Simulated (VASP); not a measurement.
# Mo (Im-3m) in VASP: notebook, part 2 of 2

VASP 6.6.1.

**4. Single point, PBE**

File INCAR:

```
SYSTEM = Mo
  ALGO = Fast
  EDIFF = 1E-6
  ENCUT = 520
  GGA = PE
  ISIF = 2
  ISMEAR = 0
  LASPH = .True.
  LCHARG = .True.
  LELF = .True.
  LREAL = .False.
  LVHAR = .True.
  LWAVE = .False.
  NBANDS = 13
  NELM = 100
  PREC = Accurate
  SIGMA = 0.016
```

File KPOINTS:

```
k-points
0
Gamma
  12 12 12
  0 0 0
```

File POSCAR:

```
Mo
1.0
   -1.5838089719      1.5838089719      1.5838089719
    1.5838089719     -1.5838089719      1.5838089719
    1.5838089719      1.5838089719     -1.5838089719
Mo
1
Direct
    0.0000000000      0.0000000000      0.0000000000
```

Potentials or basis: VASP PAW PBE potentials, release 64 (Mo_sv).

On the command line:

```console
$ cat potpaw_PBE.64/Mo_sv/POTCAR > POTCAR
$ mpirun -np 1 vasp_std > vasp.out
```

OUTCAR:

```text
SYSTEM = Mo
   EDIFF = 1E-6
   ENCUT = 520
   GGA = PE
   ISIF = 2
   ISMEAR = 0
   LASPH = .True.
   LREAL = .False.
   NELM = 100
   PREC = Accurate

 ion  position               nearest neighbor table
   1  0.000  0.000  0.000-

  LATTYP: Found a body centered cubic cell.
 ALAT       =     3.1676179438

  Lattice vectors:

 A1 = (  -1.5838089719,   1.5838089719,   1.5838089719)
 A2 = (   1.5838089719,  -1.5838089719,   1.5838089719)
 A3 = (   1.5838089719,   1.5838089719,  -1.5838089719)

Analysis of symmetry for initial positions (statically):
=====================================================================
 Subroutine PRICEL returns:
 Original cell was already a primitive cell.

 Routine SETGRP: Setting up the symmetry group for a
 body centered cubic supercell.

 Subroutine GETGRP returns: Found 48 space group operations
 (whereof 48 operations were pure point group operations)
 out of a pool of 48 trial point group operations.

The static configuration has the point symmetry O_h .

Analysis of symmetry for dynamics (positions and initial velocities):
=====================================================================
 Subroutine PRICEL returns:
 Original cell was already a primitive cell.

 Routine SETGRP: Setting up the symmetry group for a
 body centered cubic supercell.

 Subroutine GETGRP returns: Found 48 space group operations
 (whereof 48 operations were pure point group operations)
 out of a pool of 48 trial point group operations.

The dynamic configuration has the point symmetry O_h .

 Subroutine INISYM returns: Found 48 space group operations
 (whereof 48 operations are pure point group operations),
 and found     1 'primitive' translations

----------------------------------------------------------------------------------------

                                     Primitive cell

  volume of cell :      15.8916
[... 113 lines left out ...]
   LHFCALC =     F    Hartree Fock is set to
   AEXX    =    0.0000 exact exchange contribution
   IVDW    =     0    specifies the selected vdW correction
   LEPSILON=     F    determine dielectric tensor
   LRPA    =     F    only Hartree local field effects (RPA)
 non-spin polarized calculation
 RMM-DIIS sequential band-by-band and
 Gauss-broadening in eV      SIGMA  =   0.02
  energy-cutoff  :      520.00
  volume of cell :       15.89
 maximum number of plane-waves:       442
   NGX = 11   NGY = 11   NGZ = 11

 number of electron      14.0000005 magnetization

 Free energy of the ion-electron system (eV)
  ---------------------------------------------------
  ext. energy  EPLUGINS =         0.00000000
  ---------------------------------------------------
  free energy    TOTEN  =       -10.94979290 eV

  energy without entropy =      -10.94972871  energy(sigma->0) =      -10.94976081

 E-fermi :  12.2756     XC(G=0): -13.2972

 val. band max:       12.2755301221   @ k =   0.5000   0.5000   0.0833
 cond. band min:      12.3344263379   @ k =  -0.3333   0.3333   0.2500
 fundamental gap:      0.0588962158
 Fermi energy:        12.2756133130

 k-point     1 :       0.0000    0.0000    0.0000
  band No.  band energies     occupation
      1     -48.9479      2.00000
      2     -22.2511      2.00000
      3     -22.2511      2.00000
      4     -22.2511      2.00000
      5       5.1490      2.00000
      6      10.9986      2.00000
      7      10.9986      2.00000
      8      10.9986      2.00000
      9      13.9630      0.00000
     10      13.9630      0.00000
     11      27.1363      0.00000
     12      27.1363      0.00000
     13      27.1363      0.00000
[... 354 lines left out ...]
  band No.  band energies     occupation
      1     -48.6954      2.00000
      2     -23.4928      2.00000
      3     -22.7386      2.00000
      4     -22.3504      2.00000
      5       7.6695      2.00000
      6       8.9979      2.00000
      7      12.6197      0.00000
      8      14.1428      0.00000
      9      14.6275      0.00000
     10      18.5628      0.00000
     11      23.1690      0.00000
     12      24.7769      0.00000
     13      28.1435      0.00000

 [... further k-points ...]

------------------------ aborting loop because EDIFF is reached ----------------------------------------

  FORCE on cell =-STRESS in cart. coord.  units (eV):
  Direction    XX          YY          ZZ          XY          YZ          ZX
  --------------------------------------------------------------------------------------
  -------------------------------------------------------------------------------------
  Total       -0.1403319     -0.1403319     -0.1403319      0.0000000      0.0000000     -0.0000000
  in kB      -14.1481188    -14.1481188    -14.1481188      0.0000000      0.0000000     -0.0000000
  external PRESSURE =     -14.1481188 kB  Pullay stress =       0.0000000 kB

 VOLUME and BASIS-vectors are now :
 -----------------------------------------------------------------------------
  energy-cutoff  :      520.00
  volume of cell :       15.89
      direct lattice vectors                 reciprocal lattice vectors
    -1.583808972  1.583808972  1.583808972     0.000000000  0.315694638  0.315694638
     1.583808972 -1.583808972  1.583808972     0.315694638  0.000000000  0.315694638
     1.583808972  1.583808972 -1.583808972     0.315694638  0.315694638  0.000000000

 POSITION                                       TOTAL-FORCE (eV/Angst)
 -----------------------------------------------------------------------------------
      0.00000      0.00000      0.00000         0.000000      0.000000      0.000000
 -----------------------------------------------------------------------------------
    total drift:                                0.000000      0.000000      0.000000

  FREE ENERGIE OF THE ION-ELECTRON SYSTEM (eV)
  ---------------------------------------------------
  free  energy   TOTEN  =       -10.9497929023 eV

  energy  without entropy=      -10.9497287136  energy(sigma->0) =      -10.94976081
```

Run time: 17 s. Hardware: 1 thread of Intel Xeon Platinum 8259CL at 2.50GHz (Skylake/Cascade Lake), shared host; peak memory 0.12 GiB.

Results:

```yaml
Free_energy: -10.9498 eV
Pressure: -1.4 GPa
Band_gap_on_the_k_mesh: zero (band 7 reaches 16.22 eV, above the bottom of band 8 at 11.00 eV)
```

**5. Overview**

```tsv
smearing	gap on the mesh (eV)	pressure (GPa)
gaussian 0.014 eV	none	-1.4
gaussian 0.015 eV	none	-1.4
gaussian 0.016 eV	none	-1.4
```

Alike in all rows: task single point; level PBE; potentials or basis VASP PAW PBE potentials, release 64 (Mo_sv); no spin polarisation; cell as given; k mesh 12 × 12 × 12; cutoff (eV) 520.

Every run on the cell as given and a fine mesh finds a metal.

Total energies depend on the potentials used, so only differences within one code and one set of settings carry meaning.
